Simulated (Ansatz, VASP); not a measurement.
# PbO in VASP and in Ansatz

The input INCAR:

```
SYSTEM = PbO
  ALGO = Normal
  EDIFF = 1E-6
  ENCUT = 520
  GGA = PE
  ISIF = 2
  ISMEAR = 0
  LASPH = .True.
  LCHARG = .True.
  LELF = .True.
  LREAL = .False.
  LVHAR = .True.
  LWAVE = .False.
  NBANDS = 28
  NELM = 100
  PREC = Accurate
  SIGMA = 0.05
```

Contents of KPOINTS:

```
k-points
0
Gamma
  8 8 6
  0 0 0
```

The input POSCAR:

```
PbO
1.0
    4.1532480000      0.0000000000      0.0000000000
    0.0000000000      3.7955520000      0.0000000000
    0.0000000000      0.0000000000      5.0220000000
Pb O
2 2
Direct
    0.0000000000      0.5000000000      0.2351000000
    0.5000000000      0.0000000000      0.7649000000
    0.0000000000      0.0000000000      0.0000000000
    0.5000000000      0.5000000000      0.0000000000
```

Input for Ansatz:

```yaml
crystal:
  lattice:
    - [4.153248, 0.0, 0.0]
    - [0.0, 3.795552, 0.0]
    - [0.0, 0.0, 5.022]
  atoms:
    - { symbol: Pb, position: [0.0, 0.5, 0.2351] }
    - { symbol: Pb, position: [0.5, 0.0, 0.7649] }
    - { symbol: O, position: [0.0, 0.0, 0.0] }
    - { symbol: O, position: [0.5, 0.5, 0.0] }
basis:
  ecutwfc: 420
kpoints:
  mp_grid: { grid: [8, 8, 6] }
hamiltonian:
  xc: pbe
scf:
  occupations: { method: gaussian, width: 0.05 }
output:
  forces: true
  stress: true
  eigenvalues: true
```

Change from the starting cell: strain +0.0450 x Voigt [1, -1, 0, 0, 0, 0], atoms carried along.

Alike in both runs: task single point; functional PBE; k mesh 8 × 8 × 6; occupations gaussian, width 0.05 eV; no spin polarisation.

|  | VASP | Ansatz |
| --- | --- | --- |
| version | VASP 6.6.1 | Ansatz 0.2.0 |
| potentials or method | VASP PAW PBE potentials, release 64 (Pb_d, O), cutoff 520 eV | scalar-relativistic, plane waves, PAW |
| valence electrons in the cell | 40 | 40 |

VASP gave:

* gap on the k mesh at the Fermi level (eV): 1.22
* least direct gap on the mesh (eV): 2.38
* pressure (GPa): 5.8
* traceless stress, the component that is largest in VASP (GPa): 3.95
* rms of the force components (eV/Å): 0.430

Q: What did Ansatz give for the same quantities?

A: gap on the k mesh at the Fermi level (eV): 1.22; least direct gap on the mesh (eV): 2.39; pressure (GPa): 5.7; traceless stress, the component that is largest in VASP (GPa): 3.85; rms of the force components (eV/Å): 0.412.

Atom by atom the forces differ by 0.020 eV/Å (rms over components). With one functional, cell and mesh, what is left measures potentials, basis and numerics.

Neither program's run includes spin-orbit coupling.
